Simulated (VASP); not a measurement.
A run of VASP 6.6.1 is set up as follows.

Contents of INCAR:

```
PREC = Accurate
ENCUT = 520
EDIFF = 1E-6
ISMEAR = 0
SIGMA = 0.15
LREAL = False
LASPH = True
NELM = 80
ALGO = Fast
ISIF = 2
LWAVE = False
LCHARG = False
GGA = PS
NBANDS = 22
```

File KPOINTS:

```
Automatic mesh
0
Gamma
  24 24 12
```

The input POSCAR:

```
Rh
1.0
    2.8079481983      0.0000000000      0.0000000000
   -1.4039740991      2.4317544722      0.0000000000
    0.0000000000      0.0000000000      4.1890362815
Rh
2
Direct
    0.6666666667      0.3333333333      0.7500000000
    0.3333333333      0.6666666667      0.2500000000
```

Potentials or basis: VASP PAW PBE potentials, release 64 (Rh_pv).

Command:

```sh
$ cat potpaw_PBE.64/Rh_pv/POTCAR > POTCAR
$ mpirun -np 1 vasp_std > vasp.out
```

Problem. What does it give for the pressure?

Solution. -11.7 GPa.

Problem. Estimate the band gap on the k mesh.

Solution. Zero (bands 15 and 16 overlap by 2.00 eV).

Stress tensor (GPa, compression positive):
```
-17.13   0.00   0.00
  0.00 -17.13   0.00
  0.00   0.00  -0.89
```

Caveat: the stress differs along the axes, from -17 to -1 GPa; the PAW data sets were made with another functional, which shifts forces and pressure a little.
